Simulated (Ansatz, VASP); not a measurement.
**Cs2Gd in VASP and in Ansatz**

```
Cs Gd
1.0
     0.00000    3.76695    3.76695
     3.76695    0.00000    3.76695
     3.76695    3.76695    0.00000
Cs Gd
2 1
Direct
  0.25000 0.25000 0.25000
  0.75000 0.75000 0.75000
  0.00000 0.00000 0.00000
```

Change from the starting cell: species swapped into the Li2O type (Fm-3m, No. 225).

Alike in both runs: task single point; functional PBE; k mesh 4 × 4 × 4; occupations gaussian, width 0.1 eV; collinear spin.

|  | VASP | Ansatz |
| --- | --- | --- |
| version | VASP 6.6.1 | Ansatz 0.2.0 |
| potentials or method | VASP PAW PBE potentials, release 64 (Cs_sv, Gd), cutoff 520 eV | scalar-relativistic, plane waves, PAW |
| valence electrons in the cell | 36 | 36 |

Ansatz gave:

- gap on the k mesh at the Fermi level (eV): none
- pressure (GPa): 8.6
- net moment per atom (μB): 3.16
- size of the moment on the site where the two differ most (μB): 7.81

Question: What did VASP give for the same quantities?

Answer: gap on the k mesh at the Fermi level (eV): none; pressure (GPa): 9.0; net moment per atom (μB): 3.16; size of the moment on the site where the two differ most (μB): 7.34.

Site moments also hang on the region over which each program counts them. A gap of «none» marks a metal or a gap that the smearing closes.

The k mesh is coarse, so the values compare programs but aren't converged. Neither program's run includes spin-orbit coupling.
